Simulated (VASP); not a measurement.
# Cl (Fd-3m) in VASP: a series of runs

The runs below take Cl through single point, with PBEsol.

All numbers are computed with VASP 6.6.1; they aren't measurements. Logs are shortened: lines on timing, memory, paths and dates and some standing lists are left out, and cuts for length are marked.

### Step 1. The cell of the first run

Symmetry: Fd-3m, No. 227, cubic system. The conventional cell has a = 5.813 Å, b = 5.813 Å, c = 5.813 Å, α = 90.00°, β = 90.00°, γ = 90.00°. Within 3.3 Å of Cl (site symmetry -43m) lie 4 Cl at 2.52 Å.

### Step 2. Single point, PBEsol (volume scaled by 0.78)

Contents of INCAR:

```
SYSTEM = Cl
PREC = Accurate ; ENCUT = 520
EDIFF = 1E-7 ; ISMEAR = -1
SIGMA = 0.1 ; LREAL = .FALSE.
LASPH = .TRUE. ; NELM = 60
ALGO = Normal ; ISIF = 2
LWAVE = .FALSE. ; LCHARG = .FALSE.
GGA = PS ; NBANDS = 14
```

Contents of KPOINTS:

```
Automatic mesh
0
G
  12 12 12
  0 0 0
```

Contents of POSCAR:

```
Cl
1.0
    0.0000000000      2.9066540933      2.9066540933
    2.9066540933      0.0000000000      2.9066540933
    2.9066540933      2.9066540933      0.0000000000
Cl
2
Direct
   -0.1250000000     -0.1250000000     -0.1250000000
    0.1250000000      0.1250000000      0.1250000000
```

Potentials or basis: VASP PAW PBE potentials, release 64 (Cl).

Launch:

```
$ cat potpaw_PBE.64/Cl/POTCAR > POTCAR
$ mpirun -np 1 vasp_std > vasp.out
```

OUTCAR:

```text
SYSTEM = Cl
   PREC = Accurate
   ENCUT = 520
   EDIFF = 1E-7
   ISMEAR = -1
   LREAL = .FALSE.
   LASPH = .TRUE.
   NELM = 60
   ISIF = 2
   GGA = PS

 ion  position               nearest neighbor table
   1  0.875  0.875  0.875-   2 2.52   2 2.52   2 2.52   2 2.52
   2  0.125  0.125  0.125-   1 2.52   1 2.52   1 2.52   1 2.52

  LATTYP: Found a face centered cubic cell.
 ALAT       =     5.8133081866

  Lattice vectors:

 A1 = (   0.0000000000,   2.9066540933,   2.9066540933)
 A2 = (   2.9066540933,   0.0000000000,   2.9066540933)
 A3 = (   2.9066540933,   2.9066540933,   0.0000000000)

Analysis of symmetry for initial positions (statically):
=====================================================================
 Subroutine PRICEL returns:
 Original cell was already a primitive cell.

 Routine SETGRP: Setting up the symmetry group for a
 face centered cubic supercell.

 Subroutine GETGRP returns: Found 48 space group operations
 (whereof 12 operations were pure point group operations)
 out of a pool of 48 trial point group operations.

The static configuration has the point symmetry D_3d.
 The point group associated with its full space group is O_h .

Analysis of symmetry for dynamics (positions and initial velocities):
=====================================================================
 Subroutine PRICEL returns:
 Original cell was already a primitive cell.

 Routine SETGRP: Setting up the symmetry group for a
 face centered cubic supercell.

 Subroutine GETGRP returns: Found 48 space group operations
 (whereof 12 operations were pure point group operations)
 out of a pool of 48 trial point group operations.

The dynamic configuration has the point symmetry D_3d.
 The point group associated with its full space group is O_h .

 Subroutine INISYM returns: Found 48 space group operations
 (whereof 12 operations are pure point group operations),
 and found     1 'primitive' translations

----------------------------------------------------------------------------------------

                                     Primitive cell

  volume of cell :      49.1145

  direct lattice vectors                    reciprocal lattice vectors
     0.000000000  2.906654093  2.906654093    -0.172019093  0.172019093  0.172019093
     2.906654093  0.000000000  2.906654093     0.172019093 -0.172019093  0.172019093
     2.906654093  2.906654093  0.000000000     0.172019093  0.172019093 -0.172019093

  length of vectors
     4.110629640  4.110629640  4.110629640     0.297945808  0.297945808  0.297945808

  position of ions in fractional coordinates (direct lattice)
     0.875000000  0.875000000  0.875000000
     0.125000000  0.125000000  0.125000000

  ion indices of the primitive-cell ions
   primitive index   ion index
                 1           1
                 2           2

----------------------------------------------------------------------------------------

 KPOINTS: Automatic mesh

Automatic generation of k-mesh.
 Grid dimensions read from file:
 generate k-points for:   12   12   12

 Generating k-lattice:

  Cartesian coordinates                     Fractional coordinates (reciprocal lattice)
    -0.014334924  0.014334924  0.014334924     0.083333333  0.000000000  0.000000000
     0.014334924 -0.014334924  0.014334924     0.000000000  0.083333333  0.000000000
     0.014334924  0.014334924 -0.014334924     0.000000000  0.000000000  0.083333333

  Length of vectors
     0.024828817  0.024828817  0.024828817

  Shift w.r.t. Gamma in fractional coordinates (k-lattice)
     0.000000000  0.000000000  0.000000000

 Subroutine IBZKPT returns following result:
 ===========================================

 Found     72 irreducible k-points:

 Following reciprocal coordinates:
            Coordinates               Weight
  0.000000  0.000000  0.000000      1.000000
  0.083333  0.000000  0.000000      8.000000
  0.166667  0.000000  0.000000      8.000000
  0.250000  0.000000  0.000000      8.000000
  0.333333  0.000000  0.000000      8.000000
  0.416667  0.000000  0.000000      8.000000
[... 16 lines left out ...]
  0.500000  0.166667  0.000000     24.000000
 -0.416667  0.166667  0.000000     24.000000
 [... further k-points ...]
   k-points           NKPTS =     72   k-points in BZ     NKDIM =     72   number of bands    NBANDS=     14
   number of dos      NEDOS =    301   number of ions     NIONS =      2
   total plane-waves  NPLWV =  32768
   dimension x,y,z NGX =    32 NGY =   32 NGZ =   32
   dimension x,y,z NGXF=    64 NGYF=   64 NGZF=   64
   ions per type =               2
   NGX,Y,Z   is equivalent  to a cutoff of  12.94, 12.94, 12.94 a.u.
   NGXF,Y,Z  is equivalent  to a cutoff of  25.88, 25.88, 25.88 a.u.
 SYSTEM =  Cl
   PREC   = accura    normal or accurate (medium, high low for compatibility)
   ISTART =      0    job   : 0-new  1-cont  2-samecut
   ICHARG =      2    charge: 1-file 2-atom 10-const
   ISPIN  =      1    spin polarized calculation?
   LNONCOLLINEAR =      F non collinear calculations
   LSORBIT =      F    spin-orbit coupling
   LASPH  =      T    aspherical Exc in radial PAW
   ENCUT  =  520.0 eV  38.22 Ry    6.18 a.u.   7.64  7.64  7.64*2*pi/ulx,y,z
   NELM   =     60;   NELMIN=  2; NELMDL= -5     # of ELM steps
   EDIFF  = 0.1E-06   stopping-criterion for ELM
   LREAL  =      F    real-space projection
   EDIFFG = 0.1E-05   stopping-criterion for IOM
   NSW    =      0    number of steps for IOM
   IBRION =     -1    ionic relax: 0-MD 1-quasi-New 2-CG
   NFREE  =      0    steps in history (QN), initial steepest desc. (CG)
   ISIF   =      2    stress and relaxation
   ISYM   =      2    0-nonsym 1-usesym 2-fastsym
   POTIM  = 0.5000    time-step for ionic-motion
   TEBEG  =    0.0;   TEEND  =   0.0 temperature during run
   PSTRESS=    0.0 pullay stress
   NELECT =      14.0000    total number of electrons
   NUPDOWN=      -1.0000    fix difference up-down
   EMIN   =  10.00;   EMAX   =-10.00  energy-range for DOS
   EFERMI =   0.00;   METHOD = LEGACY
   ISMEAR =    -1;   SIGMA  =   0.10  broadening in eV -4-tet -1-fermi 0-gaus
   EFERMI_NEDOS =   21; number of points for ismear=-14 and -15
   IALGO  =     38    algorithm
   IMIX   =      4    mixing-type and parameters
     AMIX     =   0.40;   BMIX     =  1.00
     AMIX_MAG =   1.60;   BMIX_MAG =  1.00
  volume/ion in A,a.u.               =      24.56       165.72
  Fermi-wavevector in a.u.,A,eV,Ry     =   1.077410  2.036009 15.793797  1.160811
  Thomas-Fermi vector in A             =   2.213321
   LORBIT       =      0    0 simple, 1 ext, 2 COOP (PROOUT), +10 PAW based schemes
   GGA     = PS    functional components
   LHFCALC =     F    Hartree Fock is set to
   AEXX    =    0.0000 exact exchange contribution
   IVDW    =     0    specifies the selected vdW correction
   LEPSILON=     F    determine dielectric tensor
   LRPA    =     F    only Hartree local field effects (RPA)
 non-spin polarized calculation
  energy-cutoff  :      520.00
  volume of cell :       49.11
 maximum number of plane-waves:      1363
   NGX = 15   NGY = 15   NGZ = 15

 number of electron      14.0000002 magnetization

 Free energy of the ion-electron system (eV)
  ---------------------------------------------------
  ext. energy  EPLUGINS =         0.00000000
  ---------------------------------------------------
  free energy    TOTEN  =        -2.06347886 eV

  energy without entropy =       -1.96411245  energy(sigma->0) =       -2.01379566

 E-fermi :   1.7850     XC(G=0):  -8.5834

 val. band max:        1.7607348862   @ k =   0.4167   0.2500   0.0833
 cond. band min:       1.7985726833   @ k =  -0.3333   0.3333   0.0000
 fundamental gap:      0.0378377971
 Fermi energy:         1.7849823205

 k-point     1 :       0.0000    0.0000    0.0000
  band No.  band energies     occupation
      1     -15.4056      2.00000
      2     -10.7357      2.00000
      3      -2.4336      2.00000
      4      -2.4336      2.00000
      5      -2.4336      2.00000
      6       0.2357      2.00000
      7       0.2357      2.00000
      8       0.2357      2.00000
      9       7.7271      0.00000
     10      11.3436      0.00000
     11      11.3436      0.00000
     12      13.6258      0.00000
     13      13.6258      0.00000
     14      13.6258      0.00000

 k-point     2 :       0.0833    0.0000    0.0000
  band No.  band energies     occupation
      1     -15.3606      2.00000
      2     -10.8277      2.00000
      3      -2.4887      2.00000
      4      -2.4887      2.00000
      5      -2.4610      2.00000
      6       0.3041      2.00000
      7       0.3136      2.00000
      8       0.3136      2.00000
      9       7.9201      0.00000
     10      11.1671      0.00000
     11      11.1671      0.00000
     12      13.4777      0.00000
     13      14.0059      0.00000
     14      14.0059      0.00000

 k-point     3 :       0.1667    0.0000    0.0000
  band No.  band energies     occupation
      1     -15.2295      2.00000
      2     -11.0831      2.00000
      3      -2.6255      2.00000
      4      -2.6255      2.00000
      5      -2.5536      2.00000
      6       0.5107      1.99999
      7       0.5107      1.99999
      8       0.5290      1.99999
      9       8.4182      0.00000
     10      10.8940      0.00000
     11      10.8940      0.00000
     12      13.2030      0.00000
     13      14.8236      0.00000
     14      14.8236      0.00000
[... 324 lines left out ...]
 k-point    23 :       0.5000    0.1667    0.0000
  band No.  band energies     occupation
      1     -14.3341      2.00000
      2     -12.4669      2.00000
      3      -3.7834      2.00000
      4      -3.2576      2.00000
      5      -1.9595      2.00000
      6       0.6534      1.99998
      7       1.5010      1.88958
      8       1.9988      0.21088
      9       9.3913      0.00000
     10      10.0612      0.00000
     11      11.7133      0.00000
     12      12.7513      0.00000
     13      13.7535      0.00000
     14      15.2212      0.00000

 k-point    24 :      -0.4167    0.1667    0.0000
  band No.  band energies     occupation
      1     -14.3036      2.00000
      2     -12.5063      2.00000
      3      -3.8500      2.00000
      4      -3.1922      2.00000
      5      -2.0080      2.00000
      6       0.8233      1.99987
      7       1.4030      1.95708
      8       2.0157      0.18106
      9       9.3181      0.00000
     10      10.4430      0.00000
     11      11.0978      0.00000
     12      12.7391      0.00000
     13      14.3434      0.00000
     14      14.8358      0.00000

 [... further k-points ...]
[... 5 lines left out ...]
  --------------------------------------------------------------------------------------
  -------------------------------------------------------------------------------------
  Total        2.8904189      2.8904189      2.8904189     -0.0000000     -0.0000000     -0.0000000
  in kB       94.2890646     94.2890646     94.2890646     -0.0000000     -0.0000000     -0.0000000
  external PRESSURE =      94.2890646 kB  Pullay stress =       0.0000000 kB

 VOLUME and BASIS-vectors are now :
 -----------------------------------------------------------------------------
  energy-cutoff  :      520.00
  volume of cell :       49.11
      direct lattice vectors                 reciprocal lattice vectors
     0.000000000  2.906654093  2.906654093    -0.172019093  0.172019093  0.172019093
     2.906654093  0.000000000  2.906654093     0.172019093 -0.172019093  0.172019093
     2.906654093  2.906654093  0.000000000     0.172019093  0.172019093 -0.172019093

 POSITION                                       TOTAL-FORCE (eV/Angst)
 -----------------------------------------------------------------------------------
      5.08664      5.08664      5.08664        -0.000000     -0.000000     -0.000000
      0.72666      0.72666      0.72666         0.000000      0.000000      0.000000
 -----------------------------------------------------------------------------------
    total drift:                                0.000000      0.000000     -0.000000

  FREE ENERGIE OF THE ION-ELECTRON SYSTEM (eV)
  ---------------------------------------------------
  free  energy   TOTEN  =        -2.0634788623 eV

  energy  without entropy=       -1.9641124537  energy(sigma->0) =       -2.01379566
```

Run time: 34 s. Hardware: 1 thread of Intel Xeon Platinum 8375C at 2.90GHz (Ice Lake), shared host; peak memory 0.18 GiB.

Results:

```yaml
Free_energy: -2.0635 eV
Pressure: 9.4 GPa
Band_gap_on_the_k_mesh: zero (band 7 reaches 2.43 eV, above the bottom of band 8 at 0.24 eV)
```

Levels at points of the mesh, in eV from the Fermi level:
| k point | band 5 | band 6 | band 7 | band 8 | band 9 | band 10 |
| --- | --- | --- | --- | --- | --- | --- |
| (0.00, 0.00, 0.00) | -4.22 | -1.55 | -1.55 | -1.55 | 5.94 | 9.56 |
| (0.50, 0.00, 0.00) | -4.82 | -0.63 | -0.63 | 0.12 | 8.23 | 9.13 |
| (0.50, 0.50, 0.00) | -2.71 | -2.71 | 0.65 | 0.65 | 7.43 | 7.43 |

Caveat: the PAW data sets were made with another functional, which shifts forces and pressure a little.

### Step 3. Single point, PBEsol (volume scaled by 0.78)

Contents of INCAR:

```
PREC = Accurate
ENCUT = 520
EDIFF = 1E-7
ISMEAR = -1
SIGMA = 0.1
LREAL = False
LASPH = True
NELM = 60
ALGO = Normal
ISIF = 2
LWAVE = False
LCHARG = False
GGA = PS
NBANDS = 14
```

Contents of KPOINTS:

```
Automatic mesh
0
Gamma
  12 12 12
```

POSCAR is that of step 2.

Potentials or basis: VASP PAW PBE potentials, release 64 (Cl).

Launch:

```
$ cat potpaw_PBE.64/Cl/POTCAR > POTCAR
$ mpirun -np 1 vasp_std > vasp.out
```

Run time: 35 s. Hardware: 1 thread of Intel Xeon Platinum 8375C at 2.90GHz (Ice Lake), shared host; peak memory 0.18 GiB.

The run converged. Its results:

```yaml
Free_energy: -2.0635 eV
Pressure: 9.4 GPa
Band_gap_on_the_k_mesh: zero (band 7 reaches 2.43 eV, above the bottom of band 8 at 0.24 eV)
```

Levels at points of the mesh, in eV from the Fermi level:
```
           k point  band 3  band 4  band 5  band 6  band 7  band 8  band 9  band 10  band 11  band 12
(0.00, 0.00, 0.00)   -4.22   -4.22   -4.22   -1.55   -1.55   -1.55    5.94     9.56     9.56    11.84
(0.50, 0.00, 0.00)   -4.84   -4.84   -4.82   -0.63   -0.63    0.12    8.23     9.13     9.64     9.64
(0.50, 0.50, 0.00)   -5.53   -5.53   -2.71   -2.71    0.65    0.65    7.43     7.43    11.69    11.69
```

Caveat: the PAW data sets were made with another functional, which shifts forces and pressure a little.
